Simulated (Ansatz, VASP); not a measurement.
**One calculation of MgS, two programs**

```xyz
2
Lattice="0.0000 2.8259 2.8259 2.8259 0.0000 2.8259 2.8259 2.8259 0.0000" Properties=species:S:1:pos:R:3 pbc="T T T"
Mg    0.0000    0.0000    0.0000
S     1.4129    1.4129    1.4129
```

Alike in both runs: functional PBEsol; k mesh 8 × 8 × 8; occupations gaussian, width 0.02 eV; no spin polarisation.

Ansatz relaxed the structure, and its values are those at the end. VASP's run is a single point on that final structure, the one shown.

```csv
,VASP,Ansatz
version,VASP 6.6.1,Ansatz 0.2.0
potentials or method,"VASP PAW PBE potentials, release 64 (Mg, S), cutoff 600 eV","scalar-relativistic, plane waves, PAW"
valence electrons in the cell,8,16
```

|  | VASP | Ansatz | Ansatz less VASP |
| --- | --- | --- | --- |
| gap on the k mesh at the Fermi level (eV) | 3.32 | 3.32 | -0.003 |
| least direct gap on the mesh (eV) | 3.32 | 3.32 | -0.003 |
| pressure (GPa) | -0.1 | 0.0 | +0.07 |

VASP's potentials were made for PBE, not for PBEsol. The functional is the same, so the differences come from potentials, cutoffs and numerics. VASP's potentials hold 8 valence electrons a cell and Ansatz's 16, so a difference there can come from the potentials and not from the codes.
